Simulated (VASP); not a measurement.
Here is a VASP 6.6.1 calculation.

The input INCAR:

```
PREC = Accurate
ENCUT = 520
EDIFF = 1E-7
ISMEAR = -1
SIGMA = 0.05
LREAL = False
LASPH = True
NELM = 80
ALGO = Normal
ISIF = 2
LWAVE = False
LCHARG = False
GGA = PE
NBANDS = 10
```

Contents of KPOINTS:

```
regular mesh
0
Gamma
  19 19 19
```

The input POSCAR:

```
Ir
1.0
   -1.5550019622      1.5550019622      1.5550019622
    1.5550019622     -1.5550019622      1.5550019622
    1.5550019622      1.5550019622     -1.5550019622
Ir
1
Direct
    0.0000000000      0.0000000000      0.0000000000
```

Potentials or basis: VASP PAW PBE potentials, release 64 (Ir).

Command:

```bash
$ cat potpaw_PBE.64/Ir/POTCAR > POTCAR
$ mpirun -np 1 vasp_std > vasp.out
```

(1) What does it give for the pressure?

(2) What does it give for the band gap on the k mesh?

Results:

(1) 0.5 GPa.

(2) zero (an odd number of electrons rules out a gap without spin polarisation).

Caveat: spin-orbit coupling is left out, which moves the levels of the heavy elements.
